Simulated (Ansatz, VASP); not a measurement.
Two plane-wave programs on C10O

The input INCAR:

```
SYSTEM = C10O
PREC     = Accurate       ! precision mode
ENCUT    = 520            ! plane-wave cutoff, eV
EDIFF    = 1E-6           ! SCF threshold, eV
ISMEAR   = 0              ! smearing method
SIGMA    = 0.1            ! smearing width, eV
LREAL    = .False.        ! projectors in reciprocal space
LASPH    = .True.         ! aspherical terms in the spheres
NELM     = 100            ! most SCF steps
ALGO     = Normal         ! electronic algorithm
ISIF     = 2              ! what is computed and relaxed
LWAVE    = .False.        ! write WAVECAR
LCHARG   = .False.        ! write CHGCAR
LDIPOL   = .True.       
IDIPOL   = 3            
DIPOL    = 0.5 0.5 0.494
GGA      = PE             ! functional
IVDW     = 12             ! dispersion correction
NBANDS   = 34             ! bands
```

KPOINTS

```
Automatic mesh
0
Gamma
  12 12 1
  0 0 0
```

The input POSCAR:

```
C10O
1.0
    2.4655379958      0.0000000000      0.0000000000
   -1.2327689979      2.1341461202      0.0000000000
    0.0000000000      0.0000000000     32.5979677131
C O
10 1
Direct
    0.0833101794      0.1666203587      0.2607524516
    0.4166898207      0.8333796413      0.2607524516
    0.5833101794      0.1666203587      0.3650391123
    0.9166898206      0.8333796413      0.3650391123
    0.0833101794      0.1666203587      0.4693232410
    0.4166898207      0.8333796413      0.4693232410
    0.5833101794      0.1666203587      0.5736099016
    0.9166898206      0.8333796413      0.5736099016
    0.0833101794      0.1666203587      0.6778940303
    0.4166898207      0.8333796413      0.6778940303
    0.0833101794      0.4166203587      0.7388294550
```

Input for Ansatz:

```yaml
crystal:
  lattice:
    - [2.4655379958, 0.0, 0.0]
    - [-1.2327689979, 2.1341461202, 0.0]
    - [0.0, 0.0, 32.5979677131]
  atoms:
    - { symbol: C, position: [0.0833101794, 0.1666203587, 0.2607524516] }
    - { symbol: C, position: [0.4166898207, 0.8333796413, 0.2607524516] }
    - { symbol: C, position: [0.5833101794, 0.1666203587, 0.3650391123] }
    - { symbol: C, position: [0.9166898206, 0.8333796413, 0.3650391123] }
    - { symbol: C, position: [0.0833101794, 0.1666203587, 0.469323241] }
    - { symbol: C, position: [0.4166898207, 0.8333796413, 0.469323241] }
    - { symbol: C, position: [0.5833101794, 0.1666203587, 0.5736099016] }
    - { symbol: C, position: [0.9166898206, 0.8333796413, 0.5736099016] }
    - { symbol: C, position: [0.0833101794, 0.1666203587, 0.6778940303] }
    - { symbol: C, position: [0.4166898207, 0.8333796413, 0.6778940303] }
    - { symbol: O, position: [0.0833101794, 0.4166203587, 0.738829455] }
basis:
  ecutwfc: 420
kpoints:
  mp_grid: { grid: [12, 12, 1] }
hamiltonian:
  xc: pbe
  dispersion: d3bj
scf:
  occupations: { method: gaussian, width: 0.1 }
output:
  forces: true
  stress: true
  eigenvalues: true
  write_density: true
  write_potential: true
  elf: true
  volumetric_format: npy
efield:
  axis: 3
  dipole_correction: true
  ramp_width: 0.04
```

Alike in both runs: task single point; functional PBE; dispersion D3(BJ); k mesh 12 × 12 × 1; occupations gaussian, width 0.1 eV; no spin polarisation.

```csv
,VASP,Ansatz
version,VASP 6.6.1,Ansatz 0.2.0
potentials or method,"VASP PAW PBE potentials, release 64 (C, O), cutoff 520 eV","scalar-relativistic, plane waves, PAW"
valence electrons in the cell,46,46
```

|  | VASP | Ansatz | Ansatz less VASP |
| --- | --- | --- | --- |
| gap on the k mesh at the Fermi level (eV) | none | none | - |
| rms of the force components (eV/Å) | 0.178 | 0.177 | -0.0011 |

Atom by atom the forces differ by 0.003 eV/Å (rms over components). A gap of «none» marks a metal or a gap that the smearing closes. Ansatz's warnings: xc potential rough in thin density.
